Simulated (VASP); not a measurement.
# TiPt3 (Pm-3m) in VASP: density of states with PBE

Aim: the density of states of TiPt3 with PBE.

Program: VASP 6.6.1. These are calculated values, not measurements. Logs are shortened: lines on timing, memory, paths and dates and some standing lists are left out, and cuts for length are marked.

**1. The cell of the first run**

Symmetry: Pm-3m, No. 221, cubic system. The conventional cell has a = 4.711 Å, b = 4.711 Å, c = 4.711 Å, α = 90.00°, β = 90.00°, γ = 90.00°. Ti (site symmetry m-3m) has 6 Pt at 2.36 Å within 3.1 Å. Pt (site symmetry 4/mmm) has 2 Ti at 2.36 Å within 3.1 Å.

**2. Density of states, PBE**

POSCAR reads:

```
TiPt3
1.0
    4.7113627354      0.0000000000      0.0000000000
    0.0000000000      4.7113627354      0.0000000000
    0.0000000000      0.0000000000      4.7113627354
Ti Pt
1 3
Direct
    0.0000000000      0.0000000000      0.0000000000
    0.5000000000      0.0000000000      0.0000000000
    0.0000000000      0.5000000000      0.0000000000
    0.0000000000      0.0000000000      0.5000000000
```

INCAR.step1 reads:

```
SYSTEM = TiPt3
PREC = Accurate ; ENCUT = 520
EDIFF = 1E-6 ; ISMEAR = 0
SIGMA = 0.1 ; LREAL = .FALSE.
LASPH = .TRUE. ; NELM = 100
ALGO = Normal ; ISIF = 2
LWAVE = .FALSE. ; LCHARG = .TRUE.
LMAXMIX = 4 ; GGA = PE
NBANDS = 29
```

KPOINTS.step1 reads:

```
regular mesh
0
G
  10 10 10
  0 0 0
```

INCAR.step2 reads:

```
SYSTEM = TiPt3
PREC = Accurate ; ENCUT = 520
EDIFF = 1E-6 ; ISMEAR = -5
SIGMA = 0.1 ; LREAL = .FALSE.
LASPH = .TRUE. ; NELM = 100
ALGO = Normal ; ISIF = 2
LWAVE = .FALSE. ; LCHARG = .FALSE.
LMAXMIX = 4 ; GGA = PE
LORBIT = 11 ; NEDOS = 1001
ICHARG = 11
```

KPOINTS.step2 reads:

```
regular mesh
0
G
  15 15 15
  0 0 0
```

Potentials or basis: VASP PAW PBE potentials, release 64 (Ti_sv, Pt).

Launch:

```bash
cat potpaw_PBE.64/Ti_sv/POTCAR potpaw_PBE.64/Pt/POTCAR > POTCAR
cp INCAR.step1 INCAR
cp KPOINTS.step1 KPOINTS
mpirun -np 1 vasp_std > vasp.out
cp INCAR.step2 INCAR
cp KPOINTS.step2 KPOINTS
mpirun -np 1 vasp_std > vasp.out
```

OUTCAR:

```text
SYSTEM = TiPt3
   PREC = Accurate
   ENCUT = 520
   EDIFF = 1E-6
   ISMEAR = -5
   LREAL = .FALSE.
   LASPH = .TRUE.
   NELM = 100
   ISIF = 2
   GGA = PE
   LORBIT = 11
   ICHARG = 11

 ion  position               nearest neighbor table
   1  0.000  0.000  0.000-   2 2.36   3 2.36   4 2.36   4 2.36   3 2.36   2 2.36
   2  0.500  0.000  0.000-   1 2.36   1 2.36   4 3.33   4 3.33   3 3.33   3 3.33   3 3.33   4 3.33
                             4 3.33   3 3.33
   3  0.000  0.500  0.000-   1 2.36   1 2.36   4 3.33   4 3.33   2 3.33   2 3.33   4 3.33   4 3.33
                             2 3.33   2 3.33
   4  0.000  0.000  0.500-   1 2.36   1 2.36   3 3.33   2 3.33   2 3.33   3 3.33   3 3.33   3 3.33
                             2 3.33   2 3.33

  LATTYP: Found a simple cubic cell.
 ALAT       =     4.7113627354

  Lattice vectors:

 A1 = (   4.7113627354,   0.0000000000,   0.0000000000)
 A2 = (   0.0000000000,   4.7113627354,   0.0000000000)
 A3 = (   0.0000000000,   0.0000000000,   4.7113627354)

Analysis of symmetry for initial positions (statically):
=====================================================================
 Subroutine PRICEL returns:
 Original cell was already a primitive cell.

 Routine SETGRP: Setting up the symmetry group for a
 simple cubic supercell.

 Subroutine GETGRP returns: Found 48 space group operations
 (whereof 48 operations were pure point group operations)
 out of a pool of 48 trial point group operations.

The static configuration has the point symmetry O_h .

Analysis of symmetry for dynamics (positions and initial velocities):
=====================================================================
 Subroutine PRICEL returns:
 Original cell was already a primitive cell.

 Routine SETGRP: Setting up the symmetry group for a
 simple cubic supercell.

 Subroutine GETGRP returns: Found 48 space group operations
 (whereof 48 operations were pure point group operations)
 out of a pool of 48 trial point group operations.

The dynamic configuration has the point symmetry O_h .

 Subroutine INISYM returns: Found 48 space group operations
 (whereof 48 operations are pure point group operations),
 and found     1 'primitive' translations

----------------------------------------------------------------------------------------

                                     Primitive cell

  volume of cell :     104.5778

  direct lattice vectors                    reciprocal lattice vectors
[... 103 lines left out ...]
   PSTRESS=    0.0 pullay stress
   NELECT =      42.0000    total number of electrons
   NUPDOWN=      -1.0000    fix difference up-down
   EMIN   =  10.00;   EMAX   =-10.00  energy-range for DOS
   EFERMI =   0.00;   METHOD = LEGACY
   ISMEAR =    -5;   SIGMA  =   0.10  broadening in eV -4-tet -1-fermi 0-gaus
   EFERMI_NEDOS =   21; number of points for ismear=-14 and -15
   IALGO  =     38    algorithm
   IMIX   =      4    mixing-type and parameters
     AMIX     =   0.40;   BMIX     =  1.00
     AMIX_MAG =   1.60;   BMIX_MAG =  1.00
  volume/ion in A,a.u.               =      26.14       176.43
  Fermi-wavevector in a.u.,A,eV,Ry     =   1.207845  2.282497 19.849414  1.458891
  Thomas-Fermi vector in A             =   2.343471
   LORBIT       =     11    0 simple, 1 ext, 2 COOP (PROOUT), +10 PAW based schemes
   GGA     = PE    functional components
   LHFCALC =     F    Hartree Fock is set to
   AEXX    =    0.0000 exact exchange contribution
   IVDW    =     0    specifies the selected vdW correction
   LEPSILON=     F    determine dielectric tensor
   LRPA    =     F    only Hartree local field effects (RPA)
 non-spin polarized calculation
 Fermi weights with tetrahedron method with Bloechl corrections
  energy-cutoff  :      520.00
  volume of cell :      104.58
 maximum number of plane-waves:      2849
 NGX is ok and might be reduce to    36

 number of electron      42.0000002 magnetization

 Free energy of the ion-electron system (eV)
  ---------------------------------------------------
  ext. energy  EPLUGINS =         0.00000000
  ---------------------------------------------------
  free energy    TOTEN  =       -22.36858282 eV

  energy without entropy =      -22.36858282  energy(sigma->0) =      -22.36858282

 E-fermi :   3.7418     XC(G=0):  -9.5637

 val. band max:        3.8272143063   @ k =   0.3333   0.3333   0.3333
 cond. band min:       3.7022959100   @ k =   0.4000   0.4000   0.4000
 fundamental gap:     -0.1249183963
 Fermi energy:         3.7418289461

 k-point     1 :       0.0000    0.0000    0.0000
  band No.  band energies     occupation
      1     -53.5645      2.00000
      2     -29.8492      2.00000
      3     -29.8492      2.00000
      4     -29.8492      2.00000
      5      -2.6856      2.00000
      6      -1.1492      2.00000
[... 661 lines left out ...]
     24       5.6530      0.00000
     25       5.9408      0.00000

 [... further k-points ...]

------------------------ aborting loop because EDIFF is reached ----------------------------------------

  FORCE on cell =-STRESS in cart. coord.  units (eV):
  Direction    XX          YY          ZZ          XY          YZ          ZX
  --------------------------------------------------------------------------------------
  -------------------------------------------------------------------------------------
  Total       -0.0999287     -0.0999287     -0.0999287     -0.0000000     -0.0000000      0.0000000
  in kB       -1.5309513     -1.5309513     -1.5309513     -0.0000000     -0.0000000      0.0000000
  external PRESSURE =      -1.5309513 kB  Pullay stress =       0.0000000 kB

 VOLUME and BASIS-vectors are now :
 -----------------------------------------------------------------------------
  energy-cutoff  :      520.00
  volume of cell :      104.58
      direct lattice vectors                 reciprocal lattice vectors
     4.711362735  0.000000000  0.000000000     0.212252814  0.000000000  0.000000000
     0.000000000  4.711362735  0.000000000     0.000000000  0.212252814  0.000000000
     0.000000000  0.000000000  4.711362735     0.000000000  0.000000000  0.212252814

 POSITION                                       TOTAL-FORCE (eV/Angst)
 -----------------------------------------------------------------------------------
      0.00000      0.00000      0.00000         0.000000      0.000000      0.000000
      2.35568      0.00000      0.00000         0.000000      0.000000      0.000000
      0.00000      2.35568      0.00000         0.000000      0.000000      0.000000
      0.00000      0.00000      2.35568         0.000000      0.000000      0.000000
 -----------------------------------------------------------------------------------
    total drift:                                0.000000      0.000000     -0.000000

  FREE ENERGIE OF THE ION-ELECTRON SYSTEM (eV)
  ---------------------------------------------------
  free  energy   TOTEN  =       -22.3685828231 eV

  energy  without entropy=      -22.3685828231  energy(sigma->0) =      -22.36858282

 total charge

# of ion       s       p       d       tot
------------------------------------------
    1        2.314   6.228   2.120  10.663
    2        0.650   0.228   8.187   9.065
    3        0.650   0.228   8.187   9.065
    4        0.650   0.228   8.187   9.065
--------------------------------------------------
tot          4.263   6.913  26.682  37.859
```

It took 2.8 min on 1 thread of Intel Xeon Platinum 8488C (Sapphire Rapids), shared host; peak memory 0.41 GiB.

What came out:

```yaml
Valence_electrons_inside_the_program's_atomic_spheres: Ti 10.66; Pt 9.06
```

Caveat: spin-orbit coupling is left out, which moves the levels of the heavy elements; tetrahedron occupations give inexact forces and stress in metals.
